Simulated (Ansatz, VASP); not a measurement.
**Ca: VASP beside Ansatz**

Contents of INCAR:

```
SYSTEM = Ca
PREC = Accurate
ENCUT = 520
EDIFF = 1E-6
ISMEAR = -1
SIGMA = 0.1
LREAL = .False.
LASPH = .True.
NELM = 80
ALGO = Normal
ISIF = 2
LWAVE = .False.
LCHARG = .False.
GGA = B5
ALDAX = 1.0
AGGAX = 1.0
AGGAC = 1.0
ALDAC = 0.0
NBANDS = 22
```

File KPOINTS:

```
Automatic mesh
0
Gamma
  7 7 10
  0 0 0
```

File POSCAR:

```
Ca
1.0
    6.5375050734      0.0000000000      0.0000000000
   -3.2687525367      5.6616454709      0.0000000000
    0.0000000000      0.0000000000      3.9151162667
Ca
3
Direct
    0.0000000000      1.0000000000      1.0000000000
    0.3333333333      0.6666666667      0.5000000000
    0.6666666667      0.3333333333      0.5000000000
```

Input for Ansatz:

```yaml
crystal:
  lattice:
    - [6.5375050734, 0.0, 0.0]
    - [-3.2687525367, 5.6616454709, 0.0]
    - [0.0, 0.0, 3.9151162667]
  atoms:
    - { symbol: Ca, position: [0.0, 1.0, 1.0] }
    - { symbol: Ca, position: [0.3333333333, 0.6666666667, 0.5] }
    - { symbol: Ca, position: [0.6666666667, 0.3333333333, 0.5] }
hamiltonian:
  xc: blyp
  pseudopotentials:
    kind: paw
    azcp:
      Ca: "pseudopotentials/Ca.paw.azcp"
basis:
  ecutwfc: 420
  fft_grid_basis: typed
kpoints:
  mp_grid: { grid: [7, 7, 10], shift: [0, 0, 0] }
magnetization:
  spin_polarized: false
scf:
  occupations: { method: fermi_dirac, width: 0.1 }
  lower_state_search: "off"
output:
  stress: true
```

Alike in both runs: task single point; functional BLYP; k mesh 7 × 7 × 10; occupations fermi-dirac, width 0.1 eV; no spin polarisation.

|  | VASP | Ansatz |
| --- | --- | --- |
| version | VASP 6.6.1 | Ansatz 0.2.0 |
| potentials or method | VASP PAW PBE potentials, release 64 (Ca_sv), cutoff 520 eV | plane waves (420 eV) with PAW, scalar-relativistic |
| valence electrons in the cell | 30 | 30 |

|  | VASP | Ansatz | Ansatz less VASP |
| --- | --- | --- | --- |
| pressure (GPa) | -1.4 | -1.4 | -0.01 |
| traceless stress, the component that is largest in VASP (GPa) | 0.10 | 0.10 | +0.003 |

VASP's potentials were made for PBE, not for BLYP. With one functional, cell and mesh, what is left measures potentials, basis and numerics.
